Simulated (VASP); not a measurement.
Set up this calculation in VASP 6.6.1, as the native input.

```
Task                   : single point
Functional             : LDA
Potentials or basis    : VASP PAW LDA potentials, release 64 (Pd)
Cutoff                 : 520 eV
k mesh                 : 14 × 14 × 14
Occupations            : gaussian, width 0.3 eV
Spin                   : collinear spin, ferromagnetic start
Starting moments       : [0.5] μB
Dipole correction      : no
Further INCAR settings : ALGO = Normal; EDIFF = 1e-06; NBANDS = 15
```

The structure of Pd lies in POSCAR:

```
Pd
1.0
    0.0000000000      1.9202771092      1.9202771092
    1.9202771092      0.0000000000      1.9202771092
    1.9202771092      1.9202771092      0.0000000000
Pd
1
Direct
    0.0000000000      0.0000000000      0.0000000000
```

One way to write it, as run:

INCAR

```
PREC = Accurate
ENCUT = 520
EDIFF = 1E-6
ISMEAR = 0
SIGMA = 0.3
LREAL = False
LASPH = True
NELM = 150
ALGO = Normal
ISIF = 2
LWAVE = False
LCHARG = False
ISPIN = 2
MAGMOM = 0.5
LORBIT = 11
LMAXMIX = 4
NBANDS = 15
```

KPOINTS

```
regular mesh
0
Gamma
  14 14 14
```

Potentials or basis: VASP PAW LDA potentials, release 64 (Pd).

Run with:

```console
$ cat potpaw_LDA.64/Pd/POTCAR > POTCAR
$ mpirun -np 1 vasp_std > vasp.out
```

It gave:

| Property | Result |
| --- | --- |
| Pressure | 0.7 GPa |
| Band gap on the k mesh | zero (filled and empty bands overlap) |
| Net moment | 0.00 μB per cell |
| Valence electrons inside the program's atomic spheres | Pd 9.53 |

It took 15 s on 1 thread of Intel(R) Xeon(R) 6975P-C (Granite Rapids) (shared host), peak memory 0.14 GiB.
